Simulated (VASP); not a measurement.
# Ti4O3 (I4/mmm) in VASP: single point with r2SCAN+U

Aim: the single point of Ti4O3 with r2SCAN+U.

Program: VASP 6.6.1. These are calculated values, not measurements. Logs are shortened: lines on timing, memory, paths and dates and some standing lists are left out, and cuts for length are marked.

## Step 1: The cell of the first run

Symmetry: I4/mmm, No. 139, tetragonal system. Conventional cell: a = 4.497 Å, b = 4.497 Å, c = 8.953 Å, α = 90.00°, β = 90.00°, γ = 90.00°. Ti (site symmetry mmm) has 4 O at 2.24 to 2.25 Å and 12 Ti at 3.09 to 3.26 Å within 3.3 Å. Within 3.3 Å of Ti (site symmetry 4mm) lie 5 O at 2.25 to 2.35 Å and 12 Ti at 3.09 to 3.26 Å. Within 3.0 Å of O (site symmetry -4m2) lie 6 Ti at 2.24 to 2.25 Å. O (site symmetry 4/mmm) has 6 Ti at 2.25 to 2.35 Å within 3.0 Å.

## Step 2: Single point, r2SCAN+U, collinear spin

Input file POSCAR:

```
Ti4O3
1.0
   -2.2484519921      2.2484519921      4.4765471933
    2.2484519921     -2.2484519921      4.4765471933
    2.2484519921      2.2484519921     -4.4765471933
Ti O
4 3
Direct
    0.0000000000      0.5000000000      0.5000000000
    0.2629965651      0.2629965651      0.0000000000
    0.5000000000      0.0000000000      0.5000000000
    0.7370034349      0.7370034349      0.0000000000
    0.7500000000      0.2500000000      0.5000000000
    0.0000000000      0.0000000000      0.0000000000
    0.2500000000      0.7500000000      0.5000000000
```

Input file INCAR.step1:

```
SYSTEM = Ti4O3
PREC     = Accurate       ! precision mode
ENCUT    = 520            ! plane-wave cutoff, eV
ISMEAR   = 0              ! smearing method
SIGMA    = 0.1            ! smearing width, eV
LREAL    = .FALSE.        ! projectors in reciprocal space
LASPH    = .TRUE.         ! aspherical terms in the spheres
NELM     = 150            ! most SCF steps
ISPIN    = 2              ! spin polarisation
MAGMOM   = -1.18 1.41 -1.18 1.41 0 0 0 ! initial moments
LMAXMIX  = 4              ! l up to which the mixer works
LDAU     = .TRUE.         ! DFT+U
LDAUTYPE = 2            
LDAUL    = 2 -1           ! shell
LDAUU    = 4 0            ! U, eV
LDAUJ    = 0 0          
NBANDS   = 46             ! bands
GGA      = PE             ! functional
ALGO     = Normal         ! electronic algorithm
EDIFF    = 1E-4           ! SCF threshold, eV
LWAVE    = .TRUE.         ! write WAVECAR
LCHARG   = .FALSE.        ! write CHGCAR
```

Input file INCAR.step2:

```
SYSTEM = Ti4O3
PREC     = Accurate       ! precision mode
ENCUT    = 520            ! plane-wave cutoff, eV
EDIFF    = 1E-6           ! SCF threshold, eV
ISMEAR   = 0              ! smearing method
SIGMA    = 0.1            ! smearing width, eV
LREAL    = .FALSE.        ! projectors in reciprocal space
LASPH    = .TRUE.         ! aspherical terms in the spheres
NELM     = 150            ! most SCF steps
ALGO     = Normal         ! electronic algorithm
ISIF     = 2              ! what is computed and relaxed
LWAVE    = .FALSE.        ! write WAVECAR
LCHARG   = .FALSE.        ! write CHGCAR
ISPIN    = 2              ! spin polarisation
MAGMOM   = -1.18 1.41 -1.18 1.41 0 0 0 ! initial moments
LORBIT   = 11             ! projections on sites
LMAXMIX  = 4              ! l up to which the mixer works
LDAU     = .TRUE.         ! DFT+U
LDAUTYPE = 2            
LDAUL    = 2 -1           ! shell
LDAUU    = 4 0            ! U, eV
LDAUJ    = 0 0          
LDAUPRINT= 1            
METAGGA  = R2SCAN         ! meta-GGA
LMIXTAU  = .TRUE.       
NBANDS   = 46             ! bands
ISTART   = 1
```

Input file KPOINTS:

```
regular mesh
0
G
  6 6 6
  0 0 0
```

Potentials or basis: VASP PAW PBE potentials, release 64 (Ti_sv, O).

Run with:

```sh
> cat potpaw_PBE.64/Ti_sv/POTCAR potpaw_PBE.64/O/POTCAR > POTCAR
> cp INCAR.step1 INCAR
> mpirun -np 1 vasp_std > vasp.out
> cp INCAR.step2 INCAR
> mpirun -np 1 vasp_std > vasp.out
```

OUTCAR:

```text
SYSTEM = Ti4O3
   PREC = Accurate
   ENCUT = 520
   EDIFF = 1E-6
   ISMEAR = 0
   LREAL = .FALSE.
   LASPH = .TRUE.
   NELM = 150
   ISIF = 2
   ISPIN = 2
   LORBIT = 11
   METAGGA = R2SCAN
   ISTART = 1

 ion  position               nearest neighbor table
   1  0.000  0.500  0.500-   5 2.24   7 2.24   6 2.25   6 2.25
   2  0.263  0.263  0.000-   5 2.25   7 2.25   7 2.25   5 2.25   6 2.35
   3  0.500  0.000  0.500-   5 2.24   7 2.24   6 2.25   6 2.25
   4  0.737  0.737  0.000-   7 2.25   5 2.25   5 2.25   7 2.25   6 2.35
   5  0.750  0.250  0.500-   1 2.24   3 2.24   2 2.25   4 2.25   2 2.25   4 2.25
   6  0.000  0.000  0.000-   1 2.25   3 2.25   1 2.25   3 2.25   2 2.35   4 2.35
   7  0.250  0.750  0.500-   1 2.24   3 2.24   2 2.25   4 2.25   2 2.25   4 2.25

  LATTYP: Found a body centered tetragonal cell.
 ALAT       =     4.4969039842
 C/A-ratio  =     1.9909463084

  Lattice vectors:

 A1 = (  -2.2484519921,   2.2484519921,   4.4765471933)
 A2 = (   2.2484519921,  -2.2484519921,   4.4765471933)
 A3 = (   2.2484519921,   2.2484519921,  -4.4765471933)

Analysis of symmetry for initial positions (statically):
=====================================================================
 Subroutine PRICEL returns:
 Original cell was already a primitive cell.

 Routine SETGRP: Setting up the symmetry group for a
 body centered tetragonal supercell.

 Subroutine GETGRP returns: Found 16 space group operations
 (whereof 16 operations were pure point group operations)
 out of a pool of 16 trial point group operations.

The static configuration has the point symmetry D_4h.

Analysis of symmetry for dynamics (positions and initial velocities):
=====================================================================
 Subroutine PRICEL returns:
 Original cell was already a primitive cell.

 Routine SETGRP: Setting up the symmetry group for a
 body centered tetragonal supercell.

 Subroutine GETGRP returns: Found 16 space group operations
 (whereof 16 operations were pure point group operations)
 out of a pool of 16 trial point group operations.

The dynamic configuration has the point symmetry D_4h.

Analysis of structural, dynamic, and magnetic symmetry:
=====================================================================
[... 291 lines left out ...]
  o =  0.0784  v =  1.0000  0.0000  0.0000  0.0000  0.0000  0.0000  0.0000  0.0000  0.0000  0.0000      0.0000  0.0000  0.0000  0.0000  0.0000  0.0000  0.0000  0.0000  0.0000  0.0000
  o =  0.7889  v =  0.0000  0.1890  0.0000  0.9820  0.0000  0.0000  0.0000  0.0000  0.0000  0.0000      0.0000  0.0000  0.0000  0.0000  0.0000  0.0000  0.0000  0.0000  0.0000  0.0000
  o =  0.7889  v =  0.0000  0.9820  0.0000 -0.1890 -0.0000  0.0000  0.0000  0.0000  0.0000  0.0000      0.0000  0.0000  0.0000  0.0000  0.0000  0.0000  0.0000  0.0000  0.0000  0.0000

 number of electron      65.9999996 magnetization       0.3791815

 Free energy of the ion-electron system (eV)
  ---------------------------------------------------
  ext. energy  EPLUGINS =         0.00000000
  ---------------------------------------------------
  free energy    TOTEN  =       -76.31171884 eV

  energy without entropy =      -76.30720405  energy(sigma->0) =      -76.30946145

 E-fermi :   8.8320     XC(G=0): -12.1041

 val. band max:        8.8150902443   @ k =   0.1667   0.1667  -0.0000
 cond. band min:       8.8321024330   @ k =  -0.3333  -0.3333   0.1667
 fundamental gap:      0.0170121887
 Fermi energy:         8.8320359129

 spin component 1

 k-point     1 :       0.0000    0.0000    0.0000
  band No.  band energies     occupation
      1     -51.2511      1.00000
      2     -51.2205      1.00000
      3     -49.8651      1.00000
      4     -49.8370      1.00000
      5     -26.7542      1.00000
      6     -26.7542      1.00000
[... 2297 lines left out ...]
     44      13.1058      0.00000
     45      13.3782      0.00000

 [... further k-points ...]

 [bands above 45 left out]

------------------------ aborting loop because EDIFF is reached ----------------------------------------

  FORCE on cell =-STRESS in cart. coord.  units (eV):
  Direction    XX          YY          ZZ          XY          YZ          ZX
  --------------------------------------------------------------------------------------
  -------------------------------------------------------------------------------------
  Total       -1.6754716     -1.6754716     -2.6590612      0.0000000      0.0000000      0.0000000
  in kB      -29.6535889    -29.6535889    -47.0617979      0.0000000      0.0000000      0.0000000
  external PRESSURE =     -35.4563252 kB  Pullay stress =       0.0000000 kB

 VOLUME and BASIS-vectors are now :
 -----------------------------------------------------------------------------
  energy-cutoff  :      520.00
  volume of cell :       90.53
      direct lattice vectors                 reciprocal lattice vectors
    -2.248451992  2.248451992  4.476547193     0.000000000  0.222375217  0.111693227
     2.248451992 -2.248451992  4.476547193     0.222375217  0.000000000  0.111693227
     2.248451992  2.248451992 -4.476547193     0.222375217  0.222375217  0.000000000

 POSITION                                       TOTAL-FORCE (eV/Angst)
 -----------------------------------------------------------------------------------
      2.24845      0.00000      0.00000         0.000000      0.000000      0.000000
      0.00000      0.00000      2.35463        -0.000000     -0.000000      0.262869
      0.00000      2.24845      0.00000         0.000000      0.000000      0.000000
      0.00000      0.00000      6.59846        -0.000000     -0.000000     -0.262869
     -0.00000      2.24845      2.23827         0.000000      0.000000      0.000000
      0.00000      0.00000      0.00000         0.000000      0.000000      0.000000
      2.24845     -0.00000      2.23827         0.000000      0.000000      0.000000
 -----------------------------------------------------------------------------------
    total drift:                                0.000000      0.000000     -0.000000

  FREE ENERGIE OF THE ION-ELECTRON SYSTEM (eV)
  ---------------------------------------------------
  free  energy   TOTEN  =       -76.3117188390 eV

  energy  without entropy=      -76.3072040530  energy(sigma->0) =      -76.30946145

 total charge

# of ion       s       p       d       tot
------------------------------------------
    1        2.141   6.088   1.885  10.115
    2        2.123   6.078   1.976  10.178
    3        2.141   6.088   1.885  10.115
    4        2.123   6.078   1.976  10.178
    5        1.552   3.522   0.000   5.074
    6        1.551   3.504   0.000   5.054
    7        1.552   3.522   0.000   5.074
--------------------------------------------------
tot         13.184  34.880   7.723  55.787

 magnetization (x)

# of ion       s       p       d       tot
------------------------------------------
    1       -0.019  -0.011  -1.417  -1.447
    2        0.019   0.009   1.595   1.623
    3       -0.019  -0.011  -1.417  -1.447
    4        0.019   0.009   1.595   1.623
    5       -0.000  -0.004   0.000  -0.005
    6        0.001   0.007   0.000   0.008
    7       -0.000  -0.004   0.000  -0.005
--------------------------------------------------
tot          0.001  -0.006   0.356   0.350
```

OSZICAR.step1:

```text
N       E                     dE             d eps       ncg     rms          rms(c)
DAV:   1     0.966964565108E+03    0.96696E+03   -0.31566E+04  5528   0.174E+03
DAV:   2     0.967571214579E+02   -0.87021E+03   -0.83114E+03  5532   0.549E+02
[... 13 lines left out ...]
DAV:  16    -0.498234936579E+02    0.12795E-01   -0.56573E-02  7802   0.134E+00    0.768E-01
DAV:  17    -0.498356108682E+02   -0.12117E-01   -0.75146E-03  7538   0.485E-01    0.556E-01
DAV:  18    -0.498454665154E+02   -0.98556E-02   -0.32729E-02  7238   0.102E+00    0.169E-01
DAV:  19    -0.498461583871E+02   -0.69187E-03   -0.20860E-03  7346   0.249E-01    0.153E-01
DAV:  20    -0.498466822259E+02   -0.52384E-03   -0.94562E-04  6754   0.180E-01    0.409E-02
DAV:  21    -0.498467311356E+02   -0.48910E-04   -0.23125E-04  5444   0.742E-02
   1 F= -.49846731E+02 E0= -.49843953E+02  d E =-.555686E-02  mag=     0.6612
```

Run time: 18 min. Hardware: 1 thread of Intel Xeon 6975P-C (Granite Rapids), shared host; peak memory 0.45 GiB.

What came out:

```
Free energy                                           : -76.3117 eV
Pressure                                              : -3.5 GPa
Largest force                                         : 0.263 eV/Å
Net moment                                            : 0.38 μB per cell
Site moments                                          : Ti -1.45, +1.62 (each value once); O -0.01, +0.01 (each value once) μB
Valence electrons inside the program's atomic spheres : Ti 10.12, 10.18 (each value once); O 5.07, 5.05 (each value once)
```

Forces in eV/Å, atoms in the order of the input:
```
Ti   0.000  0.000  0.000
Ti   0.000  0.000  0.263
Ti   0.000  0.000  0.000
Ti   0.000  0.000 -0.263
O    0.000  0.000  0.000
O    0.000  0.000  0.000
O    0.000  0.000  0.000
```

Stress tensor (GPa, compression positive):
```
-2.97  0.00  0.00
 0.00 -2.97  0.00
 0.00  0.00 -4.71
```

Eigenvalues of the final occupation matrices:
```csv
site,spin,trace,eigenvalues
site 1 d,1,0.24,0.02 0.03 0.03 0.07 0.09
site 1 d,2,1.66,0.03 0.08 0.11 0.66 0.78
site 2 d,1,1.80,0.07 0.08 0.08 0.79 0.79
site 2 d,2,0.20,0.02 0.02 0.02 0.06 0.06
site 3 d,1,0.24,0.02 0.03 0.03 0.07 0.09
site 3 d,2,1.66,0.03 0.08 0.11 0.66 0.78
site 4 d,1,1.80,0.07 0.08 0.08 0.79 0.79
site 4 d,2,0.20,0.02 0.02 0.02 0.06 0.06
```

Caveat: the cell stands under tension; the PAW data sets were made with another functional, which shifts forces and pressure a little.
